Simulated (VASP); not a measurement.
A run of VASP 6.6.1 is set up as follows.

INCAR

```
ALGO = Normal ; EDIFF = 1E-7
ENCUT = 520 ; GGA = PE
ISIF = 2 ; ISMEAR = 0
IVDW = 12 ; LASPH = True
LCHARG = True ; LELF = True
LREAL = False ; LVHAR = True
LWAVE = False ; NBANDS = 26
NELM = 100 ; PREC = Accurate
SIGMA = 0.15
```

File KPOINTS:

```
k-points
0
Gamma
  14 14 14
```

Contents of POSCAR:

```
Si
1.0
    0.0000000000      3.8010408870      3.8010408870
    3.8010408870      0.0000000000      3.8010408870
    3.8010408870      3.8010408870      0.0000000000
Si
8
Direct
    0.0000000000      0.0000000000     -0.0148823820
    0.0000000000      0.0000000000      0.5000000000
    0.0000000000      0.5000000000      0.0000000000
    0.0000000000      0.5000000000      0.5000000000
    0.5000000000      0.0000000000      0.0000000000
    0.5000000000      0.0000000000      0.5000000000
    0.5000000000      0.5000000000      0.0000000000
    0.5000000000      0.5000000000      0.5000000000
```

Potentials or basis: VASP PAW PBE potentials, release 64 (Si).

The run is started by

```bash
$ cat potpaw_PBE.64/Si/POTCAR > POTCAR
$ mpirun -np 1 vasp_std > vasp.out
```

Problem. Predict the band gap on the k mesh.

Solution. Zero (bands 16 and 17 overlap by 4.62 eV).

Problem. What does it give for the largest force?

Solution. 0.224 eV/Å.

Problem. Predict the pressure.

Solution. -0.6 GPa.

Forces in eV/Å, atoms in the order of the input:
```
Si   0.158  0.158  0.000
Si  -0.159 -0.159  0.000
Si  -0.060  0.064 -0.094
Si   0.064 -0.060  0.094
Si   0.064 -0.060 -0.094
Si  -0.060  0.064  0.094
Si   0.033  0.033  0.000
Si  -0.040 -0.040  0.000
```

Caveat: the cell differs from its parent crystal (atom 1 (Si) moved +0.080 Å towards its neighbour atom 2 (Si) at 2.688 Å).
